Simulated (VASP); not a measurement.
Set up this calculation in VASP 6.6.1, as the native input.

| Quantity | Value |
| --- | --- |
| Task | single point |
| Functional | PBEsol |
| Potentials or basis | VASP PAW PBE potentials, release 64 (In_d, Sb) |
| Cutoff | 520 eV |
| k mesh | 12 × 12 × 12 |
| Occupations | gaussian, width 0.1 eV |
| Spin | no spin polarisation |
| Dipole correction | no |
| Further INCAR settings | ALGO = Normal; EDIFF = 1e-06; NBANDS = 16 |

The structure of InSb lies in POSCAR:

```
InSb
1.0
    0.0000000000      3.2599290654      3.2599290654
    3.2599290654      0.0000000000      3.2599290654
    3.2599290654      3.2599290654      0.0000000000
In Sb
1 1
Direct
    0.0000000000      0.0000000000      0.0000000000
    0.7500000000      0.7500000000      0.7500000000
```

The input as run:

INCAR

```
SYSTEM = InSb
PREC = Accurate ; ENCUT = 520
EDIFF = 1E-6 ; ISMEAR = 0
SIGMA = 0.1 ; LREAL = .False.
LASPH = .True. ; NELM = 80
ALGO = Normal ; ISIF = 2
LWAVE = .False. ; LCHARG = .False.
GGA = PS ; NBANDS = 16
```

KPOINTS

```
regular mesh
0
Gamma
  12 12 12
  0 0 0
```

Potentials or basis: VASP PAW PBE potentials, release 64 (In_d, Sb).

The run is started by

```sh
$ cat potpaw_PBE.64/In_d/POTCAR potpaw_PBE.64/Sb/POTCAR > POTCAR
$ mpirun -np 1 vasp_std > vasp.out
```

Results of the run:

```json
{
  "Pressure": "0.0 GPa",
  "Band gap on the k mesh": "zero (filled and empty bands touch)"
}
```

Caveat: the PAW data sets were made with another functional, which shifts forces and pressure a little; spin-orbit coupling is left out, which moves the levels of the heavy elements.

It took 38 s on 1 thread of Intel(R) Xeon(R) 6975P-C (Granite Rapids), with other jobs on the host, peak memory 0.25 GiB.
